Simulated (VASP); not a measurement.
# MnS (Fm-3m) in VASP: notebook

Aim: see how the results for MnS move with the level of theory and the settings. Levels: PBEsol, PBEsol+D3(BJ). Tasks: single point.

Program: VASP 6.6.1. These are calculated values, not measurements. Logs are shortened: lines on timing, memory, paths and dates and some standing lists are left out, and cuts for length are marked.

## (1) The cell of the first run

The structure is cubic, space group Fm-3m (No. 225). The conventional cell has a = 5.209 Å, b = 5.209 Å, c = 5.209 Å, α = 90.00°, β = 90.00°, γ = 90.00°. Within 3.4 Å of Mn (site symmetry m-3m) lie 6 S at 2.60 Å. S (site symmetry m-3m) has 6 Mn at 2.60 Å within 3.4 Å.

## (2) Single point, PBEsol, collinear spin, ferromagnetic start

The input, INCAR:

```
SYSTEM = MnS
ALGO     = Normal         ! electronic algorithm
EDIFF    = 1E-6           ! SCF threshold, eV
ENCUT    = 600            ! plane-wave cutoff, eV
GGA      = PS             ! functional
GGA_COMPAT= .False.      
ISIF     = 2              ! what is computed and relaxed
ISMEAR   = -1             ! smearing method
ISPIN    = 2              ! spin polarisation
LASPH    = .True.         ! aspherical terms in the spheres
LCHARG   = .False.        ! write CHGCAR
LMAXMIX  = 4              ! l up to which the mixer works
LORBIT   = 11             ! projections on sites
LREAL    = .False.        ! projectors in reciprocal space
LWAVE    = .False.        ! write WAVECAR
MAGMOM   = 2 0            ! initial moments
NBANDS   = 22             ! bands
NELM     = 200            ! most SCF steps
NUPDOWN  = 2.0            ! fixed moment
PREC     = Accurate       ! precision mode
SIGMA    = 0.05           ! smearing width, eV
```

The input, KPOINTS:

```
k-points
0
Gamma
  7 7 7
  0 0 0
```

The input, POSCAR:

```
MnS
1.0
    0.0000000000      2.6045000000      2.6045000000
    2.6045000000      0.0000000000      2.6045000000
    2.6045000000      2.6045000000      0.0000000000
Mn S
1 1
Direct
    0.0000000000      0.0000000000      0.0000000000
    0.5000000000      0.5000000000      0.5000000000
```

Potentials or basis: VASP PAW PBE potentials, release 64 (Mn_sv, S).

The run is started by

```sh
$ cat potpaw_PBE.64/Mn_sv/POTCAR potpaw_PBE.64/S/POTCAR > POTCAR
$ mpirun -np 1 vasp_std > vasp.out
```

OUTCAR:

```text
SYSTEM = MnS
   EDIFF = 1E-6
   ENCUT = 600
   GGA = PS
   ISIF = 2
   ISMEAR = -1
   ISPIN = 2
   LASPH = .True.
   LORBIT = 11
   LREAL = .False.
   NELM = 200
   NUPDOWN = 2.0
   PREC = Accurate

 ion  position               nearest neighbor table
   1  0.000  0.000  0.000-   2 2.60   2 2.60   2 2.60   2 2.60   2 2.60   2 2.60
   2  0.500  0.500  0.500-   1 2.60   1 2.60   1 2.60   1 2.60   1 2.60   1 2.60

  LATTYP: Found a face centered cubic cell.
 ALAT       =     5.2090000000

  Lattice vectors:

 A1 = (   0.0000000000,   2.6045000000,   2.6045000000)
 A2 = (   2.6045000000,   0.0000000000,   2.6045000000)
 A3 = (   2.6045000000,   2.6045000000,   0.0000000000)

Analysis of symmetry for initial positions (statically):
=====================================================================
 Subroutine PRICEL returns:
 Original cell was already a primitive cell.

 Routine SETGRP: Setting up the symmetry group for a
 face centered cubic supercell.

 Subroutine GETGRP returns: Found 48 space group operations
 (whereof 48 operations were pure point group operations)
 out of a pool of 48 trial point group operations.

The static configuration has the point symmetry O_h .

Analysis of symmetry for dynamics (positions and initial velocities):
=====================================================================
 Subroutine PRICEL returns:
 Original cell was already a primitive cell.

 Routine SETGRP: Setting up the symmetry group for a
 face centered cubic supercell.

 Subroutine GETGRP returns: Found 48 space group operations
 (whereof 48 operations were pure point group operations)
 out of a pool of 48 trial point group operations.

The dynamic configuration has the point symmetry O_h .

Analysis of structural, dynamic, and magnetic symmetry:
=====================================================================
 Subroutine PRICEL returns:
 Original cell was already a primitive cell.

 Routine SETGRP: Setting up the symmetry group for a
 face centered cubic supercell.

 Subroutine GETGRP returns: Found 48 space group operations
 (whereof 48 operations were pure point group operations)
 out of a pool of 48 trial point group operations.

The overall configuration has the point symmetry O_h .

 Subroutine INISYM returns: Found 48 space group operations
 (whereof 48 operations are pure point group operations),
 and found     1 'primitive' translations

----------------------------------------------------------------------------------------

                                     Primitive cell

  volume of cell :      35.3348

  direct lattice vectors                    reciprocal lattice vectors
     0.000000000  2.604500000  2.604500000    -0.191975427  0.191975427  0.191975427
     2.604500000  0.000000000  2.604500000     0.191975427 -0.191975427  0.191975427
     2.604500000  2.604500000  0.000000000     0.191975427  0.191975427 -0.191975427

  length of vectors
     3.683319223  3.683319223  3.683319223     0.332511194  0.332511194  0.332511194

  position of ions in fractional coordinates (direct lattice)
[... 8 lines left out ...]
----------------------------------------------------------------------------------------

 KPOINTS: k-points

Automatic generation of k-mesh.
 Grid dimensions read from file:
 generate k-points for:    7    7    7

 Generating k-lattice:

  Cartesian coordinates                     Fractional coordinates (reciprocal lattice)
    -0.027425061  0.027425061  0.027425061     0.142857143  0.000000000  0.000000000
     0.027425061 -0.027425061  0.027425061     0.000000000  0.142857143  0.000000000
     0.027425061  0.027425061 -0.027425061     0.000000000  0.000000000  0.142857143

  Length of vectors
     0.047501599  0.047501599  0.047501599

  Shift w.r.t. Gamma in fractional coordinates (k-lattice)
     0.000000000  0.000000000  0.000000000

 Subroutine IBZKPT returns following result:
 ===========================================

 Found     20 irreducible k-points:

 Following reciprocal coordinates:
            Coordinates               Weight
  0.000000  0.000000  0.000000      1.000000
  0.142857  0.000000  0.000000      8.000000
  0.285714  0.000000  0.000000      8.000000
  0.428571  0.000000  0.000000      8.000000
  0.142857  0.142857  0.000000      6.000000
  0.285714  0.142857  0.000000     24.000000
[... 12 lines left out ...]
 -0.428571  0.428571  0.142857     24.000000
 -0.285714  0.428571  0.142857     24.000000
   k-points           NKPTS =     20   k-points in BZ     NKDIM =     20   number of bands    NBANDS=     22
   number of dos      NEDOS =    301   number of ions     NIONS =      2
   total plane-waves  NPLWV =  27000
   dimension x,y,z NGX =    30 NGY =   30 NGZ =   30
   dimension x,y,z NGXF=    60 NGYF=   60 NGZF=   60
   ions per type =               1   1
   NGX,Y,Z   is equivalent  to a cutoff of  13.54, 13.54, 13.54 a.u.
   NGXF,Y,Z  is equivalent  to a cutoff of  27.08, 27.08, 27.08 a.u.
 SYSTEM =  MnS
   PREC   = accura    normal or accurate (medium, high low for compatibility)
   ISTART =      0    job   : 0-new  1-cont  2-samecut
   ICHARG =      2    charge: 1-file 2-atom 10-const
   ISPIN  =      2    spin polarized calculation?
   LNONCOLLINEAR =      F non collinear calculations
   LSORBIT =      F    spin-orbit coupling
   LASPH  =      T    aspherical Exc in radial PAW
   ENCUT  =  600.0 eV  44.10 Ry    6.64 a.u.   7.36  7.36  7.36*2*pi/ulx,y,z
   NELM   =    200;   NELMIN=  2; NELMDL= -5     # of ELM steps
   EDIFF  = 0.1E-05   stopping-criterion for ELM
   LREAL  =      F    real-space projection
[... 7 lines left out ...]
   TEBEG  =    0.0;   TEEND  =   0.0 temperature during run
   PSTRESS=    0.0 pullay stress
   NELECT =      21.0000    total number of electrons
   NUPDOWN=       2.0000    fix difference up-down
   EMIN   =  10.00;   EMAX   =-10.00  energy-range for DOS
   EFERMI =   0.00;   METHOD = LEGACY
   ISMEAR =    -1;   SIGMA  =   0.05  broadening in eV -4-tet -1-fermi 0-gaus
   EFERMI_NEDOS =   21; number of points for ismear=-14 and -15
   IALGO  =     38    algorithm
   IMIX   =      4    mixing-type and parameters
     AMIX     =   0.40;   BMIX     =  1.00
     AMIX_MAG =   1.60;   BMIX_MAG =  1.00
  volume/ion in A,a.u.               =      17.67       119.23
  Fermi-wavevector in a.u.,A,eV,Ry     =   1.376407  2.601032 25.776190  1.894496
  Thomas-Fermi vector in A             =   2.501655
   LORBIT       =     11    0 simple, 1 ext, 2 COOP (PROOUT), +10 PAW based schemes
   GGA     = PS    functional components
   LHFCALC =     F    Hartree Fock is set to
   AEXX    =    0.0000 exact exchange contribution
   IVDW    =     0    specifies the selected vdW correction
   LEPSILON=     F    determine dielectric tensor
   LRPA    =     F    only Hartree local field effects (RPA)
 spin polarized calculation
  energy-cutoff  :      600.00
  volume of cell :       35.33
 maximum number of plane-waves:      1243
 NGX is ok and might be reduce to    30
   NGX = 15   NGY = 15   NGZ = 15

 number of electron      20.9999989 magnetization       1.9999995

 Free energy of the ion-electron system (eV)
  ---------------------------------------------------
  ext. energy  EPLUGINS =         0.00000000
  ---------------------------------------------------
  free energy    TOTEN  =       -13.62240931 eV

  energy without entropy =      -13.59774117  energy(sigma->0) =      -13.61007524

 E-fermi :   7.7372     XC(G=0): -10.9251

 val. band max:        7.6603179472   @ k =   0.1429   0.0000   0.0000
 cond. band min:       6.7221491010   @ k =  -0.4286   0.4286   0.0000
 fundamental gap:     -0.9381688462
 Fermi energy:         6.7017945137

 spin component 1

 k-point     1 :       0.0000    0.0000    0.0000
  band No.  band energies     occupation
      1     -72.7362      1.00000
      2     -41.6118      1.00000
      3     -41.6118      1.00000
      4     -41.6118      1.00000
      5      -7.1472      1.00000
      6       5.1761      1.00000
[... 14 lines left out ...]
     21      20.0685      0.00000
     22      20.0685      0.00000

 k-point     2 :       0.1429    0.0000    0.0000
  band No.  band energies     occupation
      1     -72.7361      1.00000
      2     -41.6127      1.00000
      3     -41.6116      1.00000
      4     -41.6116      1.00000
      5      -6.9517      1.00000
      6       3.9344      1.00000
[... 14 lines left out ...]
     21      20.9809      0.00000
     22      22.8728      0.00000
[... 408 lines left out ...]
      6       1.7497      1.00000
[... 14 lines left out ...]
     21      23.2347      0.00000
     22      26.2896      0.00000

 k-point    20 :      -0.2857    0.4286    0.1429
  band No.  band energies     occupation
      1     -72.7355      1.00000
      2     -41.6172      1.00000
      3     -41.6168      1.00000
      4     -41.6142      1.00000
      5      -5.6509      1.00000
      6       2.0872      1.00000
[... 14 lines left out ...]
     21      24.3411      0.00000
     22      26.4450      0.00000
 Fermi energy:         7.7371658530

 spin component 2

 k-point     1 :       0.0000    0.0000    0.0000
  band No.  band energies     occupation
      1     -70.5573      1.00000
      2     -39.4740      1.00000
      3     -39.4740      1.00000
      4     -39.4740      1.00000
      5      -7.2029      1.00000
      6       5.4182      1.00000
[... 14 lines left out ...]
     21      20.7820      0.00000
     22      20.7820      0.00000

 k-point     2 :       0.1429    0.0000    0.0000
  band No.  band energies     occupation
      1     -70.5571      1.00000
      2     -39.4752      1.00000
      3     -39.4738      1.00000
      4     -39.4738      1.00000
      5      -7.0132      1.00000
      6       4.1282      1.00000
[... 14 lines left out ...]
     21      21.4030      0.00000
     22      23.3875      0.00000
[... 423 lines left out ...]
     21      23.3906      0.00000
     22      26.5633      0.00000

 k-point    20 :      -0.2857    0.4286    0.1429
  band No.  band energies     occupation
      1     -70.5564      1.00000
      2     -39.4804      1.00000
      3     -39.4799      1.00000
      4     -39.4769      1.00000
      5      -5.7556      1.00000
      6       2.2264      1.00000
[... 14 lines left out ...]
     21      24.4578      0.00000
     22      26.7255      0.00000

------------------------ aborting loop because EDIFF is reached ----------------------------------------

  FORCE on cell =-STRESS in cart. coord.  units (eV):
  Direction    XX          YY          ZZ          XY          YZ          ZX
  --------------------------------------------------------------------------------------
  -------------------------------------------------------------------------------------
  Total       -5.5677234     -5.5677234     -5.5677234      0.0000000     -0.0000000      0.0000000
  in kB     -252.4556840   -252.4556840   -252.4556840      0.0000000     -0.0000000      0.0000000
  external PRESSURE =    -252.4556840 kB  Pullay stress =       0.0000000 kB

 VOLUME and BASIS-vectors are now :
 -----------------------------------------------------------------------------
  energy-cutoff  :      600.00
  volume of cell :       35.33
      direct lattice vectors                 reciprocal lattice vectors
     0.000000000  2.604500000  2.604500000    -0.191975427  0.191975427  0.191975427
     2.604500000  0.000000000  2.604500000     0.191975427 -0.191975427  0.191975427
     2.604500000  2.604500000  0.000000000     0.191975427  0.191975427 -0.191975427

 POSITION                                       TOTAL-FORCE (eV/Angst)
 -----------------------------------------------------------------------------------
      0.00000      0.00000      0.00000         0.000000     -0.000000      0.000000
      2.60450      2.60450      2.60450        -0.000000      0.000000     -0.000000
 -----------------------------------------------------------------------------------
    total drift:                               -0.000000      0.000000      0.000000

  FREE ENERGIE OF THE ION-ELECTRON SYSTEM (eV)
  ---------------------------------------------------
  free  energy   TOTEN  =       -13.6224093076 eV

  energy  without entropy=      -13.5977411659  energy(sigma->0) =      -13.61007524

 total charge

# of ion       s       p       d       tot
------------------------------------------
    1        2.116   5.993   4.726  12.834
    2        1.320   2.273   0.000   3.593
--------------------------------------------------
tot          3.437   8.265   4.726  16.428

 magnetization (x)

# of ion       s       p       d       tot
------------------------------------------
    1        0.013   0.004   1.951   1.967
    2       -0.004  -0.073   0.000  -0.077
--------------------------------------------------
tot          0.008  -0.069   1.951   1.890
```

It took 53 s on 1 thread of Intel Xeon Platinum 8259CL at 2.50GHz (Skylake/Cascade Lake), shared host; peak memory 0.2 GiB.

Results:

- Free energy: -13.6224 eV
- Pressure: -25.2 GPa
- Net moment: 2.00 μB per cell
- Site moments: Mn +1.97; S -0.08 μB
- Valence electrons inside the program's atomic spheres: Mn 12.83; S 3.59

Caveat: the PAW data sets were made with another functional, which shifts forces and pressure a little; the total moment is fixed, so each spin has its own Fermi level; a cell with one magnetic atom can't hold antiferromagnetic order, which such compounds often take.

(Part 1 of 2 ends here.)
